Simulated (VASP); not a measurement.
Wanted: the native input for a VASP 6.6.1 run.

| Property | Result |
| --- | --- |
| Task | single point |
| Functional | PBE |
| Potentials or basis | VASP PAW PBE potentials, release 64 (Zr_sv, C, N) |
| Cutoff | 520 eV |
| k mesh | 4 × 4 × 4 |
| Occupations | gaussian, width 0.1 eV |
| Spin | no spin polarisation |
| Dipole correction | no |
| Further INCAR settings | ALGO = Normal; EDIFF = 1e-07; NBANDS = 36 |

The structure of Zr3CN3 lies in POSCAR:

```
Zr3CN3
1.0
    4.6265626300      0.0000000000      0.0000000000
    0.0000000000      4.6265626300      0.0000000000
    0.0000000000      0.0000000000      4.6265626300
Zr C N
3 1 3
Direct
    0.5000000000      0.0000000000      0.0000000000
    0.0000000000      0.5000000000      0.0000000000
    0.0000000000      0.0000000000      0.5000000000
    0.0000000000      0.0000000000      0.0000000000
    0.0000000000      0.5000000000      0.5000000000
    0.5000000000      0.0000000000      0.5000000000
    0.5000000000      0.5000000000      0.0000000000
```

The input as run:

INCAR

```
  ALGO = Normal
  EDIFF = 1E-7
  ENCUT = 520
  GGA = PE
  ISIF = 2
  ISMEAR = 0
  LASPH = T
  LCHARG = F
  LREAL = F
  LWAVE = F
  NBANDS = 36
  NELM = 100
  PREC = Accurate
  SIGMA = 0.1
```

KPOINTS

```
k-points
0
Gamma
  4 4 4
```

Potentials or basis: VASP PAW PBE potentials, release 64 (Zr_sv, C, N).

The run is started by

```sh
$ cat potpaw_PBE.64/Zr_sv/POTCAR potpaw_PBE.64/C/POTCAR potpaw_PBE.64/N/POTCAR > POTCAR
$ mpirun -np 1 vasp_std > vasp.out
```

Results of the run:

```
Pressure : -9.2 GPa
```

Wall time 25 s on 1 thread of Intel(R) Xeon(R) 6975P-C (Granite Rapids), on a shared host, peak memory 0.2 GiB.
